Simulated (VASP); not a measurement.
Runs of VASP 6.6.1 on Mo. The structure is that of space group P6/mmm (No. 191), or close to it. The cells are those of the table. 

| cell | further INCAR settings | gap on the mesh (eV) | pressure (GPa) |
| --- | --- | --- | --- |
| a = 2.763, b = 2.742, c = 2.555 Å, angles 90.0, 90.0, 120.2°, 1 atom | ALGO = Fast; EDIFF = 1e-06; NBANDS = 13 | none | (b) |
| a = 2.626, b = 2.709, c = 2.555 Å, angles 90.0, 90.0, 119.0°, 1 atom | ALGO = Fast; EDIFF = 1e-07; NBANDS = 13 | none | 6.7 |
| a = 2.831, b = 2.760, c = 2.555 Å, angles 90.0, 90.0, 120.9°, 1 atom | ALGO = Fast; EDIFF = 1e-06; NBANDS = 13 | none | -10.0 |
| a = 2.818, b = 2.756, c = 2.555 Å, angles 90.0, 90.0, 120.7°, 1 atom | ALGO = Fast; EDIFF = 1e-06; NBANDS = 13 | none | (a) |
| a = 2.845, b = 2.763, c = 2.555 Å, angles 90.0, 90.0, 121.0°, 1 atom | ALGO = Fast; EDIFF = 1e-07; NBANDS = 13 | none | -10.9 |

Alike in all rows: task single point; level PBEsol; potentials or basis VASP PAW PBE potentials, release 64 (Mo_sv); no spin polarisation; k mesh 18 × 18 × 18; cutoff (eV) 520; smearing gaussian 0.15 eV.

Q: Estimate the missing entries.

A: (a) -9.2; (b) -5.3.

Caveats: the PAW data sets were made with another functional, which shifts forces and pressure a little.

A k mesh can miss the band edges, and the runs leave out spin-orbit coupling on Mo.

A gap of «none» marks levels without a gap at the run's occupations.
